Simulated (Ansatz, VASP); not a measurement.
# Two plane-wave programs on BePd

File INCAR:

```
SYSTEM = BePd
PREC = Accurate
ENCUT = 520
EDIFF = 1E-8
ISMEAR = -1
SIGMA = 0.08
LREAL = .False.
LASPH = .True.
NELM = 80
ALGO = Normal
ISIF = 2
LWAVE = .False.
LCHARG = .False.
GGA = CA
LEFG = .True.
NBANDS = 13
```

KPOINTS

```
regular mesh
0
Gamma
  12 12 12
  0 0 0
```

POSCAR

```
BePd
1.0
    2.8223455836      0.0000000000      0.0000000000
    0.0000000000      2.8223455836      0.0000000000
    0.0000000000      0.0000000000      2.8223455836
Be Pd
1 1
Direct
    0.0000000000      0.0000000000      0.0000000000
    0.5000000000      0.5000000000      0.5000000000
```

Input for Ansatz:

```yaml
crystal:
  lattice:
    - [2.8223455836, 0.0, 0.0]
    - [0.0, 2.8223455836, 0.0]
    - [0.0, 0.0, 2.8223455836]
  atoms:
    - { symbol: Be, position: [0.0, 0.0, 0.0] }
    - { symbol: Pd, position: [0.5, 0.5, 0.5] }
kpoints:
  mp_grid: { grid: [12, 12, 12] }
scf:
  occupations: { method: fermi_dirac, width: 0.08 }
hamiltonian:
  xc: lda
  pseudopotentials: { kind: paw }
output:
  forces: true
  stress: true
  eigenvalues: true
  efg: { contact_densities: true }
```

Change from the starting cell: volume scaled by 1.01, PAW files.

Alike in both runs: task electric field gradients; functional LDA; k mesh 12 × 12 × 12; occupations fermi-dirac, width 0.08 eV; no spin polarisation.

|  | VASP | Ansatz |
| --- | --- | --- |
| version | VASP 6.6.1 | Ansatz 0.2.0 |
| potentials or method | VASP PAW LDA potentials, release 64 (Be, Pd) | PAW with Ansatz's default frozen-core files, scalar-relativistic |
| plane-wave cutoff (eV) | 520 | 420 |
| valence electrons in the cell | 12 | 20 |

|  | VASP | Ansatz | Ansatz less VASP |
| --- | --- | --- | --- |
| pressure (GPa) | -9.0 | -9.6 | -0.56 |

LDA's correlation is that of Perdew and Zunger in VASP and of Perdew and Wang (1992) in Ansatz. VASP's potentials hold 12 valence electrons a cell and Ansatz's 20, so a difference there can come from the potentials and not from the codes.
